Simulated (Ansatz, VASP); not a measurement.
## Ir: VASP beside Ansatz

```xyz
5
Lattice="2.7089 0.0000 0.0000 0.0000 2.7089 0.0000 0.0000 0.0000 23.6619" Properties=species:S:1:pos:R:3 pbc="T T T"
Ir    0.0000    0.0000    8.0871
Ir    1.3544    1.3544    9.8920
Ir    0.0000    0.0000   11.8309
Ir    1.3544    1.3544   13.7699
Ir    0.0000    0.0000   15.5748
```

Alike in both runs: functional PBEsol; k mesh 13 × 13 × 1; occupations fermi-dirac, width 0.05 eV; no spin polarisation.

Ansatz relaxed the structure, and its values are those at the end. VASP's run is a single point on that final structure, the one shown.

|  | VASP | Ansatz |
| --- | --- | --- |
| version | VASP 6.6.1 | Ansatz 0.2.0 |
| potentials or method | VASP PAW PBE potentials, release 64 (Ir) | PAW with Ansatz's default frozen-core files, scalar-relativistic |
| plane-wave cutoff (eV) | 520 | 420 |
| valence electrons in the cell | 45 | 85 |

```csv
,VASP,Ansatz,Ansatz less VASP
rms of the force components (eV/Å),0.031,0.000,-0.0311
```

VASP's potentials were made for PBE, not for PBEsol. VASP's potentials hold 45 valence electrons a cell and Ansatz's 85, so a difference there can come from the potentials and not from the codes. Ansatz's warnings: stress scf threshold loose.

Neither program's run includes spin-orbit coupling.
